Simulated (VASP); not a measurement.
Wanted: the native input for a VASP 6.6.1 run.

```yaml
Task: single point
Functional: PBEsol
Potentials_or_basis: VASP PAW PBE potentials, release 64 (Zn)
Cutoff: 520 eV
k_mesh: 22 × 22 × 22
Occupations: gaussian, width 0.15 eV
Spin: no spin polarisation
Dipole_correction: no
Further_INCAR_settings: ALGO = Fast; EDIFF = 1e-07; NBANDS = 12
```

The structure of Zn lies in POSCAR:

```
Zn
1.0
   -1.1521025375      1.5986396929      1.5986396929
    1.5986396929     -1.1521025375      1.5986396929
    1.5986396929      1.5986396929     -1.1521025375
Zn
1
Direct
    0.0000000000      0.0000000000      0.0000000000
```

One way to write it, as run:

INCAR

```
SYSTEM = Zn
PREC = Accurate ; ENCUT = 520
EDIFF = 1E-7 ; ISMEAR = 0
SIGMA = 0.15 ; LREAL = .False.
LASPH = .True. ; NELM = 100
ALGO = Fast ; ISIF = 2
LWAVE = .False. ; LCHARG = .True.
GGA = PS ; LELF = .True.
LVHAR = .True. ; NBANDS = 12
```

KPOINTS

```
regular mesh
0
Gamma
  22 22 22
  0 0 0
```

Potentials or basis: VASP PAW PBE potentials, release 64 (Zn).

The run is started by

```console
$ cat potpaw_PBE.64/Zn/POTCAR > POTCAR
$ mpirun -np 1 vasp_std > vasp.out
```

It gave:

```yaml
Pressure: 2.6 GPa
Band_gap_on_the_k_mesh: zero (band 6 reaches 7.14 eV, above the bottom of band 7 at 0.16 eV)
```

Caveat: the PAW data sets were made with another functional, which shifts forces and pressure a little.

Wall time 57 s on 1 thread of Intel(R) Xeon(R) 6975P-C (Granite Rapids), with other jobs on the host, peak memory 0.28 GiB.
